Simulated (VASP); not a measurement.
Write the native input for VASP 6.6.1 that does the following.

```
Task                   : single point
Functional             : PBE
Potentials or basis    : VASP PAW PBE potentials, release 64 (Co, Si)
Cutoff                 : 520 eV
k mesh                 : 10 × 10 × 10
Occupations            : gaussian, width 0.15 eV
Spin                   : no spin polarisation
Dipole correction      : no
Further INCAR settings : ALGO = Normal; EDIFF = 1e-06; NBANDS = 36
```

The structure of CoSi lies in POSCAR:

```
CoSi
1.0
    4.4308490675      0.0000000000      0.0000000000
    0.0000000000      4.4308490675      0.0000000000
    0.0000000000      0.0000000000      4.4308490675
Co Si
4 4
Direct
    0.1254735521      0.1254735521      0.1254735521
    0.3482181481      0.8604149559      0.6632352006
    0.6632352006      0.3482181481      0.8604149559
    0.8604149559      0.6632352006      0.3482181481
    0.8369932544      0.8369932544      0.8369932544
    0.6536124569      0.1628570288      0.3521150728
    0.3521150728      0.6536124569      0.1628570288
    0.1628570288      0.3521150728      0.6536124569
```

This cell differs from its parent crystal: atoms displaced along a vibrational mode.

These files were run (other wordings do the same):

INCAR

```
PREC = Accurate
ENCUT = 520
EDIFF = 1E-6
ISMEAR = 0
SIGMA = 0.15
LREAL = F
LASPH = T
NELM = 60
ALGO = Normal
ISIF = 2
LWAVE = F
LCHARG = F
GGA = PE
NBANDS = 36
```

KPOINTS

```
regular mesh
0
Gamma
  10 10 10
```

Potentials or basis: VASP PAW PBE potentials, release 64 (Co, Si).

Run with:

```sh
$ cat potpaw_PBE.64/Co/POTCAR potpaw_PBE.64/Si/POTCAR > POTCAR
$ mpirun -np 1 vasp_std > vasp.out
```

Results of the run:

* Pressure: 1.6 GPa
* Largest force: 2.136 eV/Å
* Band gap on the k mesh: zero (bands 26 and 27 overlap by 0.16 eV)

Caveat: the cell differs from its parent crystal (atoms displaced along a vibrational mode); the run has no spin polarisation, though such a crystal can be magnetic; forces of over 1 eV/Å act on the atoms, so gaps and moduli don't describe the material at rest.

It took 12 min on 1 thread of Intel Xeon 8259CL (shared host), peak memory 0.51 GiB.
